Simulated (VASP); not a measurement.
Here is a VASP 6.6.1 calculation.

The input INCAR:

```
PREC = Accurate
ENCUT = 500
EDIFF = 1E-6
ISMEAR = 0
SIGMA = 0.01
LREAL = False
LASPH = True
NELM = 120
ALGO = Normal
ISIF = 2
LWAVE = False
LCHARG = True
GGA = PE
LELF = True
LVHAR = True
NBANDS = 17
GGA_COMPAT = False
```

Contents of KPOINTS:

```
Automatic mesh
0
Gamma
  4 4 4
```

POSCAR

```
Na2S
1.0
    0.0000000000      3.2554324593      3.2554324593
    3.2554324593      0.0000000000      3.2554324593
    3.2554324593      3.2554324593      0.0000000000
S Na
1 2
Direct
    0.0000000000      0.0000000000      0.0000000000
    0.2500000000      0.2500000000      0.2500000000
    0.7500000000      0.7500000000      0.7500000000
```

Potentials or basis: VASP PAW PBE potentials, release 64 (S, Na_pv).

Run with:

```console
$ cat potpaw_PBE.64/S/POTCAR potpaw_PBE.64/Na_pv/POTCAR > POTCAR
$ mpirun -np 1 vasp_std > vasp.out
```

Problem. Predict the pressure.

Solution. 0.9 GPa.

Problem. What does it give for the band gap on the k mesh?

Solution. 2.53 eV.

Caveat: the structure was generated, so it needn't be the stable form of Na2S.
